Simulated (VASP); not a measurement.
# AlC32 in VASP: single point with PBE

Aim: the single point of AlC32 with PBE.

All numbers are computed with VASP 6.6.1; they aren't measurements. Logs are shortened: lines on timing, memory, paths and dates and some standing lists are left out, and cuts for length are marked.

### 1 The cell of the first run

The cell holds a slab with vacuum, 33 atoms: a = 9.864 Å, b = 9.864 Å, c = 12.000 Å, α = 90.00°, β = 90.00°, γ = 120.00°.

### 2 Single point, PBE, collinear spin

INCAR

```
SYSTEM = AlC32
  PREC = Accurate
  ENCUT = 520
  EDIFF = 1E-6
  ISMEAR = 0
  SIGMA = 0.02
  LREAL = Auto
  LASPH = .TRUE.
  NELM = 150
  ALGO = Normal
  ISIF = 2
  LWAVE = .FALSE.
  LCHARG = .FALSE.
  ISPIN = 2
  MAGMOM = 0 0 0 0 0 0 0 0 0 0 0 0 0 0 0 0 0 0 0 0 0 0 0 0 0 0 0 0 0 0 0 0 1
  LORBIT = 11
  GGA = PE
  NBANDS = 92
```

KPOINTS

```
regular mesh
0
G
  2 2 1
  0 0 0
```

POSCAR

```
AlC32
1.0
    9.8640000000      0.0000000000      0.0000000000
   -4.9320000000      8.5424750000      0.0000000000
    0.0000000000      0.0000000000     12.0000000000
C Al
32 1
Direct
   -0.0015491009      0.0013893775      0.0837448302
    0.1648068537      0.0840453668      0.0829755105
   -0.0021989302      0.2499959150      0.0824163744
    0.1651300389      0.3338566352      0.0825102369
   -0.0020711073      0.5003342587      0.0824061945
    0.1652815848      0.5840372748      0.0825129401
   -0.0015107632      0.7501854158      0.0837043547
    0.1651732831      0.8337901204      0.0830263266
    0.2479175656      0.0003176271      0.0827871491
    0.4146797016      0.0837386983      0.0827327024
    0.2476623574      0.2506985763      0.0825664264
    0.4146921601      0.3332996137      0.0826646515
    0.2477937553      0.5002808861      0.0825151831
    0.4144873110      0.5836199311      0.0824750265
    0.2477233552      0.7497477121      0.0825500815
    0.4147439166      0.8342141625      0.0823688967
    0.4973078660      0.0000050517      0.0825072939
    0.6645861025      0.0834353886      0.0823765966
    0.4972081000      0.2499627286      0.0827579951
    0.6644870221      0.3336474328      0.0826345790
    0.4972225246      0.4997572150      0.0829191404
    0.6639683316      0.5829301066      0.0836541567
    0.4975585853      0.7504838955      0.0825785205
    0.6639529587      0.8342366371      0.0834060172
    0.7474322574      0.0010174944      0.0827241967
    0.9149809612      0.0847844791      0.0828637720
    0.7481510249      0.2504007318      0.0823530050
    0.9143004754      0.3334341337      0.0822781141
    0.7473715333      0.4988709369      0.0829531432
    0.9151342530      0.5826631380      0.0827943414
    0.7464111210      0.7500218029      0.0837079594
    0.9159322051      0.8346803398      0.0839002727
    0.8289924960      0.7430064163      0.2662996109
```

Potentials or basis: VASP PAW PBE potentials, release 64 (C, Al).

Run with:

```
cat potpaw_PBE.64/C/POTCAR potpaw_PBE.64/Al/POTCAR > POTCAR
mpirun -np 1 vasp_std > vasp.out
```

OUTCAR:

```text
SYSTEM = AlC32
   PREC = Accurate
   ENCUT = 520
   EDIFF = 1E-6
   ISMEAR = 0
   LREAL = Auto
   LASPH = .TRUE.
   NELM = 150
   ISIF = 2
   ISPIN = 2
   LORBIT = 11
   GGA = PE

 ion  position               nearest neighbor table
   1  0.998  0.001  0.084-   2 1.42  32 1.42  26 1.43
   2  0.165  0.084  0.083-   1 1.42  11 1.42   9 1.43
   3  0.998  0.250  0.082-  26 1.41  28 1.43   4 1.43
   4  0.165  0.334  0.083-  11 1.42  13 1.42   3 1.43
   5  0.998  0.500  0.082-  30 1.41  28 1.43   6 1.43
   6  0.165  0.584  0.083-  15 1.42  13 1.42   5 1.43
[... 13 lines left out ...]
  20  0.664  0.334  0.083-  29 1.41  27 1.43  19 1.43
  21  0.497  0.500  0.083-  12 1.42  14 1.42  22 1.42
  22  0.664  0.583  0.084-  21 1.42  31 1.43  29 1.43  33 2.72
  23  0.498  0.750  0.083-  24 1.42  16 1.42  14 1.43
  24  0.664  0.834  0.083-  23 1.42  31 1.42  25 1.42
  25  0.747  0.001  0.083-  18 1.41  24 1.42  26 1.43
  26  0.915  0.085  0.083-   3 1.41   1 1.43  25 1.43
  27  0.748  0.250  0.082-  28 1.42  20 1.43  18 1.43
  28  0.914  0.333  0.082-  27 1.42   5 1.43   3 1.43
  29  0.747  0.499  0.083-  20 1.41  22 1.43  30 1.43
  30  0.915  0.583  0.083-   5 1.41   7 1.43  29 1.43
  31  0.746  0.750  0.084-  24 1.42  22 1.43  32 1.45  33 2.35
  32  0.916  0.835  0.084-   1 1.42   7 1.43  31 1.45  33 2.36
  33  0.829  0.743  0.266-  31 2.35  32 2.36  22 2.72

  LATTYP: Found a hexagonal cell.
 ALAT       =     9.8640000000
 C/A-ratio  =     1.2165450122

  Lattice vectors:

 A1 = (   9.8640000000,   0.0000000000,   0.0000000000)
 A2 = (  -4.9320000000,   8.5424750000,   0.0000000000)
 A3 = (   0.0000000000,   0.0000000000,  12.0000000000)

Analysis of symmetry for initial positions (statically):
=====================================================================
 Subroutine PRICEL returns:
 Original cell was already a primitive cell.

 Routine SETGRP: Setting up the symmetry group for a
 hexagonal supercell.

 Subroutine GETGRP returns: Found  1 space group operations
 (whereof  1 operations were pure point group operations)
 out of a pool of 24 trial point group operations.

The static configuration has the point symmetry C_1 .

Analysis of symmetry for dynamics (positions and initial velocities):
=====================================================================
 Subroutine PRICEL returns:
 Original cell was already a primitive cell.

 Routine SETGRP: Setting up the symmetry group for a
 hexagonal supercell.

 Subroutine GETGRP returns: Found  1 space group operations
[... 203 lines left out ...]
  ext. energy  EPLUGINS =         0.00000000
  ---------------------------------------------------
  free energy    TOTEN  =      -296.22966039 eV

  energy without entropy =     -296.22926836  energy(sigma->0) =     -296.22946438

 E-fermi :  -0.7065     XC(G=0):  -3.9155

 val. band max:       -0.7422363790   @ k =   0.0000   0.5000   0.0000
 cond. band min:      -0.6736305926   @ k =   0.5000  -0.0000   0.0000
 fundamental gap:      0.0686057865
 Fermi energy:        -0.7065385953

 spin component 1

 k-point     1 :       0.0000    0.0000    0.0000
  band No.  band energies     occupation
      1     -20.9807      1.00000
      2     -19.6752      1.00000
      3     -19.5514      1.00000
      4     -19.5129      1.00000
      5     -19.4211      1.00000
      6     -19.4107      1.00000
[... 309 lines left out ...]
     76       2.3533      0.00000
     77       2.3857      0.00000
 Fermi energy:        -0.7065385953

 spin component 2

 k-point     1 :       0.0000    0.0000    0.0000
  band No.  band energies     occupation
      1     -20.9807      1.00000
      2     -19.6752      1.00000
      3     -19.5514      1.00000
      4     -19.5129      1.00000
      5     -19.4211      1.00000
      6     -19.4107      1.00000
[... 309 lines left out ...]
     76       2.3533      0.00000
     77       2.3859      0.00000
 [bands above 77 left out]

------------------------ aborting loop because EDIFF is reached ----------------------------------------

  FORCE on cell =-STRESS in cart. coord.  units (eV):
  Direction    XX          YY          ZZ          XY          YZ          ZX
  --------------------------------------------------------------------------------------
  -------------------------------------------------------------------------------------
  Total        6.3546619      5.4660585     -0.2346800      0.6836117      0.0138744      0.0381557
  in kB       10.0689691      8.6609759     -0.3718507      1.0831835      0.0219840      0.0604578
  external PRESSURE =       6.1193648 kB  Pullay stress =       0.0000000 kB

 VOLUME and BASIS-vectors are now :
 -----------------------------------------------------------------------------
  energy-cutoff  :      520.00
  volume of cell :     1011.16
      direct lattice vectors                 reciprocal lattice vectors
     9.864000000  0.000000000  0.000000000     0.101378751  0.058531046  0.000000000
    -4.932000000  8.542475000  0.000000000     0.000000000  0.117062093  0.000000000
     0.000000000  0.000000000 12.000000000     0.000000000  0.000000000  0.083333333

 POSITION                                       TOTAL-FORCE (eV/Angst)
 -----------------------------------------------------------------------------------
      9.84187      0.01187      1.00494        -0.007976     -0.002950      0.000948
      1.21114      0.71796      0.99571         0.014423      0.005695     -0.001128
      8.60933      2.13558      0.98900        -0.015753      0.001652      0.000901
     -0.01774      2.85196      0.99012         0.007597      0.013198      0.002029
      7.37592      4.27409      0.98887        -0.007711      0.000909      0.001333
     -1.25013      4.98912      0.99016         0.007021     -0.011771      0.002529
[... 25 lines left out ...]
      4.91811      7.13024      1.00680        -0.004183      0.022437      0.000192
      4.51267      6.34711      3.19560         0.005634      0.001476     -0.022942
 -----------------------------------------------------------------------------------
    total drift:                               -0.167242     -0.036964      0.038089

  FREE ENERGIE OF THE ION-ELECTRON SYSTEM (eV)
  ---------------------------------------------------
  free  energy   TOTEN  =      -296.2296603933 eV

  energy  without entropy=     -296.2292683618  energy(sigma->0) =     -296.22946438

 total charge

# of ion       s       p       d       tot
------------------------------------------
    1        0.862   1.787   0.000   2.650
    2        0.863   1.788   0.000   2.651
    3        0.863   1.792   0.000   2.655
    4        0.862   1.793   0.000   2.655
    5        0.862   1.793   0.000   2.656
    6        0.862   1.795   0.000   2.656
[... 25 lines left out ...]
   32        0.858   1.795   0.000   2.652
   33        0.624   0.131   0.000   0.755
--------------------------------------------------
tot         28.207  57.422   0.000  85.630

 magnetization (x)

# of ion       s       p       d       tot
------------------------------------------
    1        0.000   0.000   0.000   0.000
    2       -0.000   0.000   0.000   0.000
    3       -0.000  -0.000   0.000  -0.000
    4       -0.000   0.000   0.000   0.000
    5       -0.000   0.000   0.000   0.000
    6       -0.000   0.000   0.000  -0.000
[... 25 lines left out ...]
   32        0.000   0.000   0.000   0.000
   33        0.000   0.000   0.000   0.000
--------------------------------------------------
tot          0.000   0.000   0.000   0.000
```

OSZICAR:

```text
N       E                     dE             d eps       ncg     rms          rms(c)
DAV:   1     0.110223353019E+04    0.11022E+04   -0.51786E+04  1480   0.112E+03
DAV:   2    -0.130641556291E+03   -0.12329E+04   -0.11692E+04  2192   0.277E+02
DAV:   3    -0.312725834406E+03   -0.18208E+03   -0.18076E+03  1784   0.109E+02
[... 19 lines left out ...]
DAV:  23    -0.296229648901E+03   -0.11967E-04   -0.14291E-06  1208   0.203E-03    0.486E-04
DAV:  24    -0.296229654941E+03   -0.60396E-05   -0.61870E-07  1108   0.143E-03    0.307E-04
DAV:  25    -0.296229658391E+03   -0.34496E-05   -0.28933E-07  1116   0.104E-03    0.181E-04
DAV:  26    -0.296229660115E+03   -0.17244E-05   -0.15518E-07  1048   0.713E-04    0.111E-04
DAV:  27    -0.296229660393E+03   -0.27833E-06   -0.35410E-08  1064   0.431E-04
   1 F= -.29622966E+03 E0= -.29622946E+03  d E =-.392032E-03  mag=     0.0000
```

stdout:

```text
POSCAR found type information on POSCAR C Al
 POSCAR found :  2 types and      33 ions
 scaLAPACK will be used
 LDA part: xc-table for (Slater+PW92), standard interpolation
 POSCAR, INCAR and KPOINTS ok, starting setup
 FFT: planning ... GRIDC
 FFT: planning ... GRID_SOFT
 FFT: planning ... GRID
 WAVECAR not read
 entering main loop
```

Wall time 27 min (1 thread of Intel Xeon 6975P-C (Granite Rapids), shared host); peak memory 1.7 GiB.

What came out:

| Property | Result |
| --- | --- |
| Free energy | -296.2297 eV |
| Largest force | 0.029 eV/Å |
| Net moment | 0.00 μB per cell |
| Valence electrons inside the program's atomic spheres | C 2.65, 2.66, 2.64 (each value once); Al 0.76 |

Forces on the atoms (eV/Å):
```
C   -0.008 -0.003  0.001
C    0.014  0.006 -0.001
C   -0.016  0.002  0.001
C    0.008  0.013  0.002
C   -0.008  0.001  0.001
C    0.007 -0.012  0.003
C   -0.009 -0.010  0.007
C    0.013 -0.001 -0.003
C   -0.016  0.003 -0.002
C    0.018  0.001  0.002
C   -0.004  0.000 -0.002
C    0.011 -0.011  0.003
C   -0.011 -0.008 -0.002
C    0.010 -0.004  0.005
C   -0.009  0.012  0.000
C    0.012 -0.001  0.003
C   -0.015 -0.003 -0.005
C    0.016  0.005  0.001
C   -0.018 -0.003 -0.002
C    0.017  0.000  0.000
C   -0.015 -0.001 -0.004
C    0.003  0.005  0.006
C   -0.012  0.006  0.002
C    0.023 -0.015  0.007
C   -0.012  0.016  0.002
C    0.006  0.002 -0.001
C   -0.014 -0.008  0.000
C    0.012  0.001  0.001
C   -0.005 -0.021 -0.007
C   -0.003  0.002  0.001
C    0.002  0.004  0.004
C   -0.004  0.022  0.000
Al   0.006  0.001 -0.023
```

Levels at points of the mesh, in eV from the Fermi level:
Spin up:
```tsv
k point	band 61	band 62	band 63	band 64	band 65	band 66	band 67	band 68	band 69	band 70
(0.00, 0.00, 0.00)	-3.40	-3.09	-3.06	-3.06	-2.99	0.45	0.59	0.79	1.36	1.43
(0.50, 0.00, 0.00)	-3.28	-3.17	-3.05	-1.94	-1.77	0.03	0.28	0.75	0.85	1.41
(0.00, 0.50, 0.00)	-3.25	-3.18	-3.06	-1.82	-1.78	-0.04	0.17	0.78	1.15	1.25
(0.50, 0.50, 0.00)	-3.24	-3.18	-3.06	-1.82	-1.78	-0.04	0.16	0.79	1.16	1.24
```
Spin down:
```
           k point  band 62  band 63  band 64  band 65  band 66  band 67  band 68  band 69
(0.00, 0.00, 0.00)    -3.09    -3.06    -3.06    -2.99     0.45     0.59     0.79     1.36
(0.50, 0.00, 0.00)    -3.17    -3.05    -1.94    -1.77     0.03     0.28     0.75     0.85
(0.00, 0.50, 0.00)    -3.18    -3.06    -1.82    -1.78    -0.04     0.17     0.78     1.15
(0.50, 0.50, 0.00)    -3.18    -3.06    -1.82    -1.78    -0.04     0.16     0.79     1.16
```

Caveat: the k points lie up to 0.37 Å⁻¹ apart; there is no dipole correction, which matters where the two faces differ.
